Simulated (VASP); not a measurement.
BP, 2 atoms in the cell. It takes space group I-4m2 (No. 119, tetragonal). Conventional cell: a = 3.177 Å, b = 3.177 Å, c = 4.538 Å, α = 90.00°, β = 90.00°, γ = 90.00°. B (site symmetry -4m2) has 4 P at 1.95 Å within 2.6 Å. P (site symmetry -4m2) has 4 B at 1.95 Å within 2.6 Å.  This cell differs from its parent crystal: equal xx and yy strain of -1 %.

```yaml
Program: VASP 6.6.1
Task: single point
Functional: LDA
Potentials_or_basis: VASP PAW LDA potentials, release 64 (B, P)
Cutoff: 520 eV
k_mesh: 12 × 12 × 12
Occupations: fermi-dirac, width 0.08 eV
Spin: no spin polarisation
Dipole_correction: no
Further_INCAR_settings: ALGO = Normal; EDIFF = 1e-06; NBANDS = 11
```

Potentials or basis: VASP PAW LDA potentials, release 64 (B, P).

Command:

```sh
$ cat potpaw_LDA.64/B/POTCAR potpaw_LDA.64/P/POTCAR > POTCAR
$ mpirun -np 1 vasp_std > vasp.out
```

Hardware: 1 thread of Intel Xeon 8259CL (shared host).

Task: Estimate the wall time of this run.

Result: It took 41 s on 1 thread of Intel Xeon 8259CL, on a shared host, peak memory 0.15 GiB. Counts: scf iterations 12, k points 163.
